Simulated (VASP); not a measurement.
**Cu: single point with PBEsol**

The system is Cu.

```
Cu
1.0
     0.00000    1.77135    1.80750
     1.77135    0.00000    1.80750
     1.77135    1.77135    0.00000
Cu
1
Direct
  0.00000 0.00000 0.00000
```

This cell differs from its parent crystal: strain -0.0200 x Voigt [1, 1, 0, 0, 0, 0].

```yaml
Program: VASP 6.6.1
Task: single point
Functional: PBEsol
Potentials_or_basis: VASP PAW PBE potentials, release 64 (Cu)
Cutoff: 520 eV
k_mesh: 22 × 22 × 22
Occupations: gaussian, width 0.15 eV
Spin: no spin polarisation
```

```yaml
Pressure: 0.3 GPa
```

Stress tensor (GPa, compression positive):
```
 0.77  0.00  0.00
 0.00  0.77  0.00
 0.00  0.00 -0.63
```

Levels at points of the mesh, in eV from the Fermi level:
| k point | band 3 | band 4 | band 5 | band 6 | band 7 | band 8 | band 9 | band 10 |
| --- | --- | --- | --- | --- | --- | --- | --- | --- |
| (0.00, 0.00, 0.00) | -3.11 | -3.11 | -2.32 | -2.21 | 22.92 | 25.78 | 25.88 | 25.88 |
| (0.50, 0.00, 0.00) | -3.13 | -1.68 | -1.64 | -1.15 | 3.95 | 21.23 | 22.48 | 23.00 |
| (0.50, 0.50, 0.00) | -1.67 | -1.51 | -1.51 | 1.14 | 7.03 | 13.68 | 13.68 | 18.25 |
| (0.50, 0.00, 0.50) | -1.68 | -1.54 | -1.47 | 1.58 | 7.57 | 13.18 | 13.21 | 17.84 |

Wall time 39 s on 1 thread of Intel(R) Xeon(R) 6975P-C (Granite Rapids), with other jobs on the host, peak memory 0.21 GiB.

Caveat: the cell differs from its parent crystal (strain -0.0200 x Voigt [1, 1, 0, 0, 0, 0]); the PAW data sets were made with another functional, which shifts forces and pressure a little.
